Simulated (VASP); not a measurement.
# SbPt (P6_3/mmc) in VASP: notebook

Runs on SbPt. Level: PBEsol. Tasks: relaxation of shape and atoms at fixed volume, relaxation of cell and atoms, single point.

Program: VASP 6.6.1. These are calculated values, not measurements. Logs are shortened: lines on timing, memory, paths and dates and some standing lists are left out, and cuts for length are marked.

### 1 The cell of the first run

Symmetry: P6_3/mmc, No. 194, hexagonal system. The conventional cell has a = 4.129 Å, b = 4.129 Å, c = 5.413 Å, α = 90.00°, β = 90.00°, γ = 120.00°. Within 3.7 Å of Sb (site symmetry -6m2) lie 6 Pt at 2.74 Å and 6 Sb at 3.61 Å. Within 3.6 Å of Pt (site symmetry -3m) lie 2 Pt at 2.71 Å and 6 Sb at 2.74 Å.

### 2 Relaxation of shape and atoms at fixed volume, PBEsol (19.98 Å³/atom)

Input file INCAR:

```
SYSTEM = SbPt
ALGO = Normal
EDIFF = 1E-6
EDIFFG = -0.01
ENCUT = 600
GGA = PS
IBRION = 2
ISIF = 4
ISMEAR = 0
LASPH = .True.
LCHARG = .False.
LREAL = .False.
LWAVE = .False.
NELM = 100
NSW = 50
PREC = Accurate
SIGMA = 0.1
```

Input file KPOINTS:

```
k-points
0
Gamma
  12 12 8
  0 0 0
```

Input file POSCAR:

```
SbPt
1.0
    4.1286518687      0.0000000000      0.0000000000
   -2.0643259343      3.5755174016      0.0000000000
    0.0000000000      0.0000000000      5.4132458039
Sb Pt
2 2
Direct
    0.3333333333      0.6666666667      0.2500000000
    0.6666666667      0.3333333333      0.7500000000
    0.0000000000      0.0000000000      0.0000000000
    0.0000000000      0.0000000000      0.5000000000
```

Potentials or basis: VASP PAW PBE potentials, release 64 (Sb, Pt).

Run with:

```bash
> cat potpaw_PBE.64/Sb/POTCAR potpaw_PBE.64/Pt/POTCAR > POTCAR
> mpirun -np 1 vasp_std > vasp.out
```

OUTCAR:

```text
SYSTEM = SbPt
   EDIFF = 1E-6
   EDIFFG = -0.01
   ENCUT = 600
   GGA = PS
   IBRION = 2
   ISIF = 4
   ISMEAR = 0
   LASPH = .True.
   LREAL = .False.
   NELM = 100
   NSW = 50
   PREC = Accurate

 ion  position               nearest neighbor table
   1  0.333  0.667  0.250-   3 2.74   4 2.74   3 2.74   4 2.74   3 2.74   4 2.74   2 3.61   2 3.61
                             2 3.61   2 3.61   2 3.61   2 3.61
   2  0.667  0.333  0.750-   3 2.74   4 2.74   3 2.74   4 2.74   3 2.74   4 2.74   1 3.61   1 3.61
                             1 3.61   1 3.61   1 3.61   1 3.61
   3  0.000  0.000  0.000-   4 2.71   4 2.71   1 2.74   2 2.74   1 2.74   2 2.74   2 2.74   1 2.74

   4  0.000  0.000  0.500-   3 2.71   3 2.71   1 2.74   2 2.74   1 2.74   2 2.74   2 2.74   1 2.74

  LATTYP: Found a hexagonal cell.
 ALAT       =     4.1286518687
 C/A-ratio  =     1.3111412577

  Lattice vectors:

 A1 = (   4.1286518687,   0.0000000000,   0.0000000000)
 A2 = (  -2.0643259343,   3.5755174016,   0.0000000000)
 A3 = (   0.0000000000,   0.0000000000,   5.4132458039)

Analysis of symmetry for initial positions (statically):
=====================================================================
 Subroutine PRICEL returns:
 Original cell was already a primitive cell.

 Routine SETGRP: Setting up the symmetry group for a
 hexagonal supercell.

 Subroutine GETGRP returns: Found 24 space group operations
 (whereof 12 operations were pure point group operations)
 out of a pool of 24 trial point group operations.

The static configuration has the point symmetry D_3d.
 The point group associated with its full space group is D_6h.

Analysis of symmetry for dynamics (positions and initial velocities):
=====================================================================
 Subroutine PRICEL returns:
 Original cell was already a primitive cell.

 Routine SETGRP: Setting up the symmetry group for a
 hexagonal supercell.

 Subroutine GETGRP returns: Found 24 space group operations
 (whereof 12 operations were pure point group operations)
 out of a pool of 24 trial point group operations.

The dynamic configuration has the point symmetry D_3d.
 The point group associated with its full space group is D_6h.

 Subroutine INISYM returns: Found 24 space group operations
 (whereof 12 operations are pure point group operations),
 and found     1 'primitive' translations

----------------------------------------------------------------------------------------

                                     Primitive cell

  volume of cell :      79.9107

  direct lattice vectors                    reciprocal lattice vectors
     4.128651869  0.000000000  0.000000000     0.242209814  0.139839901  0.000000000
    -2.064325934  3.575517402  0.000000000     0.000000000  0.279679802  0.000000000
     0.000000000  0.000000000  5.413245804     0.000000000  0.000000000  0.184732051

  length of vectors
     4.128651869  4.128651869  5.413245804     0.279679802  0.279679802  0.184732051

  position of ions in fractional coordinates (direct lattice)
     0.333333333  0.666666667  0.250000000
     0.666666667  0.333333333  0.750000000
     0.000000000  0.000000000  0.000000000
     0.000000000  0.000000000  0.500000000

  ion indices of the primitive-cell ions
   primitive index   ion index
                 1           1
                 2           2
                 3           3
                 4           4

----------------------------------------------------------------------------------------

 KPOINTS: k-points

Automatic generation of k-mesh.
 Grid dimensions read from file:
 generate k-points for:   12   12    8
[... 64 lines left out ...]
   EDIFF  = 0.1E-05   stopping-criterion for ELM
   LREAL  =      F    real-space projection
   EDIFFG = -.1E-01   stopping-criterion for IOM
   NSW    =     50    number of steps for IOM
   IBRION =      2    ionic relax: 0-MD 1-quasi-New 2-CG
   NFREE  =      1    steps in history (QN), initial steepest desc. (CG)
   ISIF   =      4    stress and relaxation
   ISYM   =      2    0-nonsym 1-usesym 2-fastsym
   POTIM  = 0.5000    time-step for ionic-motion
   TEBEG  =    0.0;   TEEND  =   0.0 temperature during run
   PSTRESS=    0.0 pullay stress
   NELECT =      30.0000    total number of electrons
   NUPDOWN=      -1.0000    fix difference up-down
   EMIN   =  10.00;   EMAX   =-10.00  energy-range for DOS
   EFERMI =   0.00;   METHOD = LEGACY
   ISMEAR =     0;   SIGMA  =   0.10  broadening in eV -4-tet -1-fermi 0-gaus
   EFERMI_NEDOS =   21; number of points for ismear=-14 and -15
   IALGO  =     38    algorithm
   IMIX   =      4    mixing-type and parameters
     AMIX     =   0.40;   BMIX     =  1.00
     AMIX_MAG =   1.60;   BMIX_MAG =  1.00
  volume/ion in A,a.u.               =      19.98       134.82
  Fermi-wavevector in a.u.,A,eV,Ry     =   1.180992  2.231751 18.976618  1.394742
  Thomas-Fermi vector in A             =   2.317274
   LORBIT       =      0    0 simple, 1 ext, 2 COOP (PROOUT), +10 PAW based schemes
   GGA     = PS    functional components
   LHFCALC =     F    Hartree Fock is set to
   AEXX    =    0.0000 exact exchange contribution
   IVDW    =     0    specifies the selected vdW correction
   LEPSILON=     F    determine dielectric tensor
   LRPA    =     F    only Hartree local field effects (RPA)
 conjugate gradient relaxation of ions
 non-spin polarized calculation
 Gauss-broadening in eV      SIGMA  =   0.10
  energy-cutoff  :      600.00
  volume of cell :       79.91
 maximum number of plane-waves:      2691
 NGX is ok and might be reduce to    36
   NGX = 17   NGY = 17   NGZ = 21

--------------------------------------- Ionic step        1  -------------------------------------------

 number of electron      30.0000004 magnetization

 Free energy of the ion-electron system (eV)
  ---------------------------------------------------
  ext. energy  EPLUGINS =         0.00000000
  ---------------------------------------------------
  free energy    TOTEN  =       -24.71620010 eV

  energy without entropy =      -24.70834662  energy(sigma->0) =      -24.71227336

------------------------ aborting loop because EDIFF is reached ----------------------------------------

  FORCE on cell =-STRESS in cart. coord.  units (eV):
  Direction    XX          YY          ZZ          XY          YZ          ZX
  --------------------------------------------------------------------------------------
  -------------------------------------------------------------------------------------
  Total        2.1438120      2.1438120      2.4554782      0.0000000      0.0000000     -0.0000000
  in kB       42.9825688     42.9825688     49.2313512      0.0000000      0.0000000     -0.0000000
  external PRESSURE =      45.0654963 kB  Pullay stress =       0.0000000 kB

 VOLUME and BASIS-vectors are now :
 -----------------------------------------------------------------------------
  energy-cutoff  :      600.00
  volume of cell :       79.91
      direct lattice vectors                 reciprocal lattice vectors
     4.128651869  0.000000000  0.000000000     0.242209814  0.139839901  0.000000000
    -2.064325934  3.575517402  0.000000000     0.000000000  0.279679802  0.000000000
     0.000000000  0.000000000  5.413245804     0.000000000  0.000000000  0.184732051

 POSITION                                       TOTAL-FORCE (eV/Angst)
 -----------------------------------------------------------------------------------
     -0.00000      2.38368      1.35331        -0.000000      0.000000      0.000000
      2.06433      1.19184      4.05993         0.000000     -0.000000      0.000000
      0.00000      0.00000      0.00000        -0.000000     -0.000000      0.000000
      0.00000      0.00000      2.70662         0.000000     -0.000000      0.000000
 -----------------------------------------------------------------------------------
    total drift:                               -0.000000      0.000000      0.000000

  FREE ENERGIE OF THE ION-ELECTRON SYSTEM (eV)
  ---------------------------------------------------
  free  energy   TOTEN  =       -24.7162001008 eV

  energy  without entropy=      -24.7083466179  energy(sigma->0) =      -24.71227336

--------------------------------------- Ionic step        2  -------------------------------------------

 number of electron      30.0000004 magnetization

 Free energy of the ion-electron system (eV)
  ---------------------------------------------------
  ext. energy  EPLUGINS =         0.00000000
  ---------------------------------------------------
  free energy    TOTEN  =       -24.71661275 eV

  energy without entropy =      -24.70875967  energy(sigma->0) =      -24.71268621

 E-fermi :  10.2715     XC(G=0): -11.6605

 val. band max:       10.2563880694   @ k =   0.3333   0.0000   0.3750
 cond. band min:      10.3110188292   @ k =   0.2500   0.0000   0.0000
 fundamental gap:      0.0546307598
 Fermi energy:        10.2715407768

 k-point     1 :       0.0000    0.0000    0.0000
  band No.  band energies     occupation
      1      -2.8494      2.00000
      2       1.2272      2.00000
      3       3.1058      2.00000
      4       4.0844      2.00000
      5       4.0844      2.00000
      6       4.1281      2.00000
[... 505 lines left out ...]
      6       4.7219      2.00000
[... 11 lines left out ...]
     18      13.7262      0.00000
     19      13.8891      0.00000

 [... further k-points ...]
[... 5 lines left out ...]
  --------------------------------------------------------------------------------------
  -------------------------------------------------------------------------------------
  Total        2.2142637      2.2142637      2.2326296      0.0000000      0.0000000      0.0000000
  in kB       44.3950974     44.3950974     44.7633260      0.0000000      0.0000000      0.0000000
  external PRESSURE =      44.5178403 kB  Pullay stress =       0.0000000 kB

 VOLUME and BASIS-vectors are now :
 -----------------------------------------------------------------------------
  energy-cutoff  :      600.00
  volume of cell :       79.91
      direct lattice vectors                 reciprocal lattice vectors
     4.123485272  0.000000000 -0.000000000     0.242513295  0.140015116 -0.000000000
    -2.061742636  3.571042997  0.000000000    -0.000000000  0.280030232  0.000000000
     0.000000000  0.000000000  5.426819555     0.000000000 -0.000000000  0.184269993

 POSITION                                       TOTAL-FORCE (eV/Angst)
 -----------------------------------------------------------------------------------
     -0.00000      2.38070      1.35670         0.000000     -0.000000      0.000000
      2.06174      1.19035      4.07011        -0.000000      0.000000      0.000000
      2.06174      3.57104      0.00000         0.000000      0.000000      0.000000
     -2.06174      3.57104      2.71341        -0.000000      0.000000      0.000000
 -----------------------------------------------------------------------------------
    total drift:                               -0.000000      0.000000      0.000000

  FREE ENERGIE OF THE ION-ELECTRON SYSTEM (eV)
  ---------------------------------------------------
  free  energy   TOTEN  =       -24.7166127468 eV

  energy  without entropy=      -24.7087596665  energy(sigma->0) =      -24.71268621

 reached required accuracy - stopping structural energy minimisation
```

Run time: 96 s. Hardware: 1 thread of Intel Xeon 6975P-C (Granite Rapids), shared host; peak memory 0.35 GiB.

Results:

* Free energy: -24.7166 eV
* Energy gained by relaxing: 0.1 meV/atom
* Ionic steps: 2
* Pressure after relaxing: 4.5 GPa
* Band gap on the k mesh: zero (bands 15 and 16 overlap by 4.21 eV)

The path:
```csv
step,energy change (eV),largest force (eV/Å),pressure (GPa),volume (Å³)
1,0.0000,0.0000,4.51,79.91
2,-0.0004,0.0000,4.45,79.91
```

Final structure:
```yaml
crystal:
  lattice:
    - [4.12349, 0.00000, 0.00000]
    - [-2.06174, 3.57104, 0.00000]
    - [0.00000, 0.00000, 5.42682]
  atoms:
    - { symbol: Sb, position: [0.33333, 0.66667, 0.25000] }
    - { symbol: Sb, position: [0.66667, 0.33333, 0.75000] }
    - { symbol: Pt, position: [0.00000, 0.00000, 0.00000] }
    - { symbol: Pt, position: [0.00000, 0.00000, 0.50000] }
```

Caveat: the PAW data sets were made with another functional, which shifts forces and pressure a little; spin-orbit coupling is left out, which moves the levels of the heavy elements.

### 3 Relaxation of cell and atoms, PBEsol

This run uses another cell than the first one, of 20.21 Å³/atom.

Input file INCAR:

```
SYSTEM = SbPt
PREC = Accurate
ENCUT = 600
EDIFF = 1E-6
ISMEAR = 0
SIGMA = 0.1
LREAL = .False.
LASPH = .True.
NELM = 80
ALGO = Normal
ISIF = 3
LWAVE = .False.
LCHARG = .False.
GGA = PS
IBRION = 2
NSW = 100
EDIFFG = -0.005
```

Input file KPOINTS:

```
Automatic mesh
0
Gamma
  12 12 8
  0 0 0
```

Input file POSCAR:

```
SbPt
1.0
    4.1299978706      0.0000000000      0.0000000000
   -2.0649989353      3.5766830735      0.0000000000
    0.0000000000      0.0000000000      5.4720000000
Sb Pt
2 2
Direct
    0.3333333333      0.6666666667      0.2500000000
    0.6666666667      0.3333333333      0.7500000000
    0.0000000000      0.0000000000      0.0000000000
    0.0000000000      0.0000000000      0.5000000000
```

Potentials or basis: VASP PAW PBE potentials, release 64 (Sb, Pt).

Run with:

```bash
> cat potpaw_PBE.64/Sb/POTCAR potpaw_PBE.64/Pt/POTCAR > POTCAR
> mpirun -np 1 vasp_std > vasp.out
```

It took 3.8 min on 1 thread of Intel Xeon 6975P-C (Granite Rapids), shared host; peak memory 0.36 GiB.

It converged, with:

| Property | Result |
| --- | --- |
| Free energy | -24.7483 eV |
| Relaxed volume | 20.57 Å³/atom |
| Relaxed cell | a = 4.169 Å, b = 4.169 Å, c = 5.466 Å, α = 90.00°, β = 90.00°, γ = 120.00° |
| Space group after relaxing (to 0.1 Å) | P6_3/mmc (No. 194) |
| Energy gained by relaxing | 3.3 meV/atom |
| Ionic steps | 5 |
| Pressure after relaxing | 0.0 GPa |
| Band gap on the k mesh | zero (bands 15 and 16 overlap by 4.06 eV) |

The path:
| step | energy change (eV) | largest force (eV/Å) | pressure (GPa) | volume (Å³) |
| --- | --- | --- | --- | --- |
| 1 | 0.0000 | 0.0000 | 2.53 | 80.83 |
| 2 | 0.0164 | 0.0000 | -3.82 | 84.62 |
| 3 | -0.0116 | 0.0000 | -0.11 | 82.28 |
| 4 | -0.0130 | 0.0000 | -0.03 | 82.27 |
| 5 | -0.0130 | 0.0000 | -0.01 | 82.27 |

Final structure:
```yaml
crystal:
  lattice:
    - [4.16874, 0.00000, 0.00000]
    - [-2.08437, 3.61023, 0.00000]
    - [0.00000, 0.00000, 5.46626]
  atoms:
    - { symbol: Sb, position: [0.33333, 0.66667, 0.25000] }
    - { symbol: Sb, position: [0.66667, 0.33333, 0.75000] }
    - { symbol: Pt, position: [0.00000, 0.00000, 0.00000] }
    - { symbol: Pt, position: [0.00000, 0.00000, 0.50000] }
```

Levels at points of the mesh, in eV from the Fermi level:
```csv
k point,band 11,band 12,band 13,band 14,band 15,band 16,band 17,band 18,band 19
"(0.00, 0.00, 0.00)",-2.07,-2.07,-0.11,-0.11,0.82,2.32,2.35,3.52,3.52
"(0.50, 0.00, 0.00)",-3.04,-2.94,-2.67,-2.23,-2.06,-0.68,1.96,4.18,4.29
"(0.00, 0.00, 0.50)",-3.59,-3.59,-1.21,-1.21,2.31,2.31,2.31,2.31,5.21
"(0.50, 0.00, 0.50)",-3.17,-3.17,-3.04,-3.04,0.35,0.35,1.67,1.67,3.98
```

Caveat: the PAW data sets were made with another functional, which shifts forces and pressure a little; spin-orbit coupling is left out, which moves the levels of the heavy elements. Zero-point motion and thermal expansion aren't in these numbers.

[end of part 1 of 3]

The gap in the log of VASP goes by the Fermi energy; the results here count the filled bands.